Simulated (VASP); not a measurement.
Set up this calculation in VASP 6.6.1, as the native input.

| Item | Value |
| --- | --- |
| Task | single point |
| Functional | PBE |
| Potentials or basis | VASP PAW PBE potentials, release 64 (Zr_sv, Sc_sv, N) |
| Cutoff | 520 eV |
| k mesh | 4 × 4 × 4 |
| Occupations | gaussian, width 0.1 eV |
| Spin | no spin polarisation |
| Dipole correction | no |
| Further INCAR settings | ALGO = Normal; EDIFF = 1e-07; NBANDS = 44 |

The structure of Zr3ScN4 lies in POSCAR:

```
Zr3ScN4
1.0
   -3.0214623500      3.0214623500      3.0214623500
    3.0214623500     -3.0214623500      3.0214623500
    3.0214623500      3.0214623500     -3.0214623500
Zr Sc N
3 1 4
Direct
    0.5000000000      0.0000000000      0.5000000000
    0.0000000000      0.5000000000      0.5000000000
    0.5000000000      0.5000000000      0.0000000000
    0.0000000000      0.0000000000      0.0000000000
    0.6487591900      0.6487591900      0.6487591900
    0.0000000000      0.3512408100      0.0000000000
    0.3512408100      0.0000000000      0.0000000000
    0.0000000000      0.0000000000      0.3512408100
```

The cell was built from a structure type or drawn by symmetry, and may not be a known phase.

The input as run:

INCAR

```
PREC = Accurate
ENCUT = 520
EDIFF = 1E-7
ISMEAR = 0
SIGMA = 0.1
LREAL = F
LASPH = T
NELM = 100
ALGO = Normal
ISIF = 2
LWAVE = F
LCHARG = F
GGA = PE
NBANDS = 44
```

KPOINTS

```
Automatic mesh
0
Gamma
  4 4 4
```

Potentials or basis: VASP PAW PBE potentials, release 64 (Zr_sv, Sc_sv, N).

Command:

```bash
$ cat potpaw_PBE.64/Zr_sv/POTCAR potpaw_PBE.64/Sc_sv/POTCAR potpaw_PBE.64/N/POTCAR > POTCAR
$ mpirun -np 1 vasp_std > vasp.out
```

It gave:

| Quantity | Value |
| --- | --- |
| Pressure | 0.5 GPa |
| Largest force | 5.871 eV/Å |
| Band gap on the k mesh | zero (an odd number of electrons rules out a gap without spin polarisation) |

Caveat: the k points lie up to 0.37 Å⁻¹ apart, too coarse for converged energies and pressures of a metal; forces of over 1 eV/Å act on the atoms, so gaps and moduli don't describe the material at rest.

Run time: 67 s on 1 thread of Intel(R) Xeon(R) Platinum 8375C CPU @ 2.90GHz (Ice Lake), with other jobs on the host, peak memory 0.25 GiB.
